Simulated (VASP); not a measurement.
Runs of VASP 6.6.1 on NaH. The structure is that of space group Fm-3m (No. 225), or close to it. The cells are those of the table. 

```csv
cell,gap on the mesh (eV),pressure (GPa)
"a = 3.356 Å, angles 60.0°, 2 atoms",3.85,1.4
"a = 3.388 Å, angles 60.0°, 2 atoms",3.80,(c)
"a = 3.511 Å, angles 60.0°, 2 atoms",3.63,(b)
"a = 3.540 Å, angles 60.0°, 2 atoms",3.59,-2.1
"a = 3.451 Å, angles 60.0°, 2 atoms",3.71,-0.7
"a = 3.481 Å, angles 60.0°, 2 atoms",(a),-1.2
"a = 3.420 Å, angles 60.0°, 2 atoms",3.76,(d)
```

Alike in all rows: task single point; level PBE; potentials or basis VASP PAW PBE potentials, release 64 (Na_pv, H); no spin polarisation; k mesh 8 × 8 × 8; cutoff (eV) 520; smearing gaussian 0.01 eV.

Task: Fill in the values left out.

Result: (a) 3.67; (b) -1.7; (c) 0.6; (d) -0.1.

A k mesh can miss the band edges.
